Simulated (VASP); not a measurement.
Here is a VASP 6.6.1 calculation.

The input INCAR:

```
ALGO = Normal
EDIFF = 1E-7
ENCUT = 520
GGA = PE
ISIF = 2
ISMEAR = 0
LASPH = True
LCHARG = False
LREAL = False
LWAVE = False
NBANDS = 59
NELM = 100
PREC = Accurate
SIGMA = 0.1
```

Contents of KPOINTS:

```
k-points
0
Gamma
  6 6 8
```

The input POSCAR:

```
Ge3Cl
1.0
    7.6948665692      0.0000000000      0.0000000000
   -3.8474332846      6.6639499277      0.0000000000
    0.0000000000      0.0000000000      3.6903536451
Ge Cl
6 2
Direct
    0.2895344118      0.1447672059      0.7500000000
    0.8552327941      0.1447672059      0.7500000000
    0.8552327941      0.7104655882      0.7500000000
    0.7104655882      0.8552327941      0.2500000000
    0.1447672059      0.8552327941      0.2500000000
    0.1447672059      0.2895344118      0.2500000000
    0.6666666667      0.3333333333      0.2500000000
    0.3333333333      0.6666666667      0.7500000000
```

Potentials or basis: VASP PAW PBE potentials, release 64 (Ge_d, Cl).

Launch:

```sh
$ cat potpaw_PBE.64/Ge_d/POTCAR potpaw_PBE.64/Cl/POTCAR > POTCAR
$ mpirun -np 1 vasp_std > vasp.out
```

Task: Estimate the largest force.

Result: 0.006 eV/Å.

Task: Estimate the pressure.

Result: 0.0 GPa.

Task: Estimate the band gap on the k mesh.

Result: Zero (band 49 reaches 4.58 eV, above the bottom of band 50 at 2.70 eV).

Forces in eV/Å, atoms in the order of the input:
```
Ge   0.005  0.003  0.000
Ge  -0.005  0.003  0.000
Ge   0.000 -0.006  0.000
Ge  -0.005 -0.003  0.000
Ge   0.005 -0.003  0.000
Ge   0.000  0.006  0.000
Cl   0.000  0.000  0.000
Cl   0.000  0.000  0.000
```
